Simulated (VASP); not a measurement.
# Al2Cu (I4/mcm) in VASP: further runs, part 2 of 2

VASP 6.6.1. Earlier steps stand in the parts before.

## 4. Single point, PBE

INCAR

```
SYSTEM = Al2Cu
ALGO     = Fast           ! electronic algorithm
EDIFF    = 1E-7           ! SCF threshold, eV
ENCUT    = 520            ! plane-wave cutoff, eV
GGA      = PE             ! functional
ISIF     = 2              ! what is computed and relaxed
ISMEAR   = 0              ! smearing method
LASPH    = .True.         ! aspherical terms in the spheres
LCHARG   = .False.        ! write CHGCAR
LREAL    = .False.        ! projectors in reciprocal space
LWAVE    = .False.        ! write WAVECAR
NBANDS   = 26             ! bands
NELM     = 60             ! most SCF steps
PREC     = Accurate       ! precision mode
SIGMA    = 0.15           ! smearing width, eV
```

KPOINTS

```
k-points
0
Gamma
  14 14 14
  0 0 0
```

POSCAR

```
Al2Cu
1.0
   -3.0261888737      3.0261888737      2.4416174552
    3.0261888737     -3.0261888737      2.4416174552
    3.0261888737      3.0261888737     -2.4416174552
Al Cu
4 2
Direct
    0.1587211841      0.6587211841      0.8174423681
    0.6587211841      0.8412788159      0.5000000000
    0.8412788159      0.3412788159      0.1825576319
    0.3412788159      0.1587211841      0.5000000000
    0.7500000000      0.7500000000      0.0000000000
    0.2500000000      0.2500000000      0.0000000000
```

Potentials or basis: VASP PAW PBE potentials, release 64 (Al, Cu).

Command:

```
$ cat potpaw_PBE.64/Al/POTCAR potpaw_PBE.64/Cu/POTCAR > POTCAR
$ mpirun -np 1 vasp_std > vasp.out
```

OUTCAR:

```text
SYSTEM = Al2Cu
   EDIFF = 1E-7
   ENCUT = 520
   GGA = PE
   ISIF = 2
   ISMEAR = 0
   LASPH = .True.
   LREAL = .False.
   NELM = 60
   PREC = Accurate

 ion  position               nearest neighbor table
   1  0.159  0.659  0.817-   5 2.58   6 2.58   5 2.58   6 2.58   3 2.72   3 2.90   3 2.90   4 3.11
                             2 3.11   2 3.11   4 3.11   4 3.22   2 3.22   2 3.22   4 3.22
   2  0.659  0.841  0.500-   6 2.58   5 2.58   5 2.58   6 2.58   4 2.72   4 2.90   4 2.90   3 3.11
                             1 3.11   1 3.11   3 3.11   3 3.22   1 3.22   1 3.22   3 3.22
   3  0.841  0.341  0.183-   5 2.58   6 2.58   5 2.58   6 2.58   1 2.72   1 2.90   1 2.90   2 3.11
                             4 3.11   4 3.11   2 3.11   4 3.22   2 3.22   4 3.22   2 3.22
   4  0.341  0.159  0.500-   5 2.58   6 2.58   6 2.58   5 2.58   2 2.72   2 2.90   2 2.90   3 3.11
                             1 3.11   1 3.11   3 3.11   3 3.22   1 3.22   1 3.22   3 3.22
   5  0.750  0.750  0.000-   6 2.44   6 2.44   4 2.58   2 2.58   4 2.58   2 2.58   1 2.58   3 2.58
                             1 2.58   3 2.58
   6  0.250  0.250  0.000-   5 2.44   5 2.44   2 2.58   4 2.58   2 2.58   4 2.58   1 2.58   3 2.58
                             1 2.58   3 2.58

  LATTYP: Found a body centered tetragonal cell.
 ALAT       =     6.0523777474
 C/A-ratio  =     0.8068291693
[... 201 lines left out ...]
  band No.  band energies     occupation
      1      -2.7739      2.00000
      2       2.6687      2.00000
      3       2.8739      2.00000
      4       2.8739      2.00000
      5       2.9115      2.00000
      6       3.7858      2.00000
[... 685 lines left out ...]
     25      14.1690      0.00000
     26      15.1650      0.00000

 [... further k-points ...]

------------------------ aborting loop because EDIFF is reached ----------------------------------------

  FORCE on cell =-STRESS in cart. coord.  units (eV):
  Direction    XX          YY          ZZ          XY          YZ          ZX
  --------------------------------------------------------------------------------------
  -------------------------------------------------------------------------------------
  Total        0.1520617      0.1520617      0.0470931      0.0000000     -0.0000000      0.0000000
  in kB        2.7239604      2.7239604      0.8436031      0.0000000     -0.0000000      0.0000000
  external PRESSURE =       2.0971747 kB  Pullay stress =       0.0000000 kB

 VOLUME and BASIS-vectors are now :
 -----------------------------------------------------------------------------
  energy-cutoff  :      520.00
  volume of cell :       89.44
      direct lattice vectors                 reciprocal lattice vectors
    -3.026188874  3.026188874  2.441617455     0.000000000  0.165224320  0.204782284
     3.026188874 -3.026188874  2.441617455     0.165224320  0.000000000  0.204782284
     3.026188874  3.026188874 -2.441617455     0.165224320  0.165224320  0.000000000

 POSITION                                       TOTAL-FORCE (eV/Angst)
 -----------------------------------------------------------------------------------
      3.98683      0.96064      0.00000        -0.011591     -0.011591      0.000000
      2.06555      0.96064      2.44162         0.011591     -0.011591     -0.000000
     -0.96064      2.06555      2.44162         0.011591      0.011591      0.000000
      0.96064      2.06555      0.00000        -0.011591      0.011591     -0.000000
      0.00000      0.00000      3.66243         0.000000      0.000000      0.000000
      0.00000      0.00000      1.22081         0.000000      0.000000      0.000000
 -----------------------------------------------------------------------------------
    total drift:                               -0.000000     -0.000000      0.000000

  FREE ENERGIE OF THE ION-ELECTRON SYSTEM (eV)
  ---------------------------------------------------
  free  energy   TOTEN  =       -23.3893452532 eV

  energy  without entropy=      -23.3667071234  energy(sigma->0) =      -23.37802619
```

stdout:

```text
POSCAR found type information on POSCAR AlCu
 POSCAR found :  2 types and       6 ions
 scaLAPACK will be used
 LDA part: xc-table for (Slater+PW92), standard interpolation
 POSCAR, INCAR and KPOINTS ok, starting setup
 FFT: planning ... GRIDC
 FFT: planning ... GRID_SOFT
 FFT: planning ... GRID
 WAVECAR not read
 entering main loop
```

Run time: 24 min. Hardware: 1 thread of Intel Xeon 8259CL, shared host; peak memory 0.56 GiB.

What came out:

```yaml
Free_energy: -23.3893 eV
Pressure: 0.2 GPa
Largest_force: 0.016 eV/Å
Band_gap_on_the_k_mesh: zero (bands 17 and 18 overlap by 4.16 eV)
```

Forces on the atoms (eV/Å):
```
Al  -0.012 -0.012  0.000
Al   0.012 -0.012  0.000
Al   0.012  0.012  0.000
Al  -0.012  0.012  0.000
Cu   0.000  0.000  0.000
Cu   0.000  0.000  0.000
```

Levels at points of the mesh, in eV from the Fermi level:
| k point | band 14 | band 15 | band 16 | band 17 | band 18 | band 19 | band 20 | band 21 |
| --- | --- | --- | --- | --- | --- | --- | --- | --- |
| (0.00, 0.00, 0.00) | -1.93 | -1.34 | -1.18 | -1.18 | -0.82 | -0.37 | 0.08 | 1.42 |
| (0.50, 0.00, 0.00) | -3.06 | -2.58 | -2.58 | 0.24 | 0.24 | 4.05 | 4.05 | 4.31 |
| (0.50, 0.50, 0.00) | -2.78 | -1.41 | -1.27 | -0.98 | -0.68 | 0.80 | 1.26 | 4.65 |
| (0.50, 0.50, 0.50) | -3.21 | -3.21 | -1.82 | 2.56 | 2.97 | 2.97 | 3.32 | 4.00 |

## 5. Overview

| k mesh | smearing | further INCAR settings | gap on the mesh (eV) | pressure (GPa) | largest force (eV/Å) |
| --- | --- | --- | --- | --- | --- |
| 10 × 10 × 10 | gaussian 0.1 eV | ALGO = Fast; EDIFF = 1e-06; NBANDS = 26 | none | 0.2 | - |
| 12 × 12 × 12 | gaussian 0.15 eV | ALGO = Fast; EDIFF = 1e-06; NBANDS = 26 | none | 0.4 | 0.02 |
| 14 × 14 × 14 | gaussian 0.15 eV | ALGO = Fast; EDIFF = 1e-07; NBANDS = 26 | none | 0.2 | 0.02 |

Alike in all rows: task single point; level PBE; potentials or basis VASP PAW PBE potentials, release 64 (Al, Cu); no spin polarisation; cell as given; cutoff (eV) 520.

Absolute energies hang on the potentials; compare differences alone.
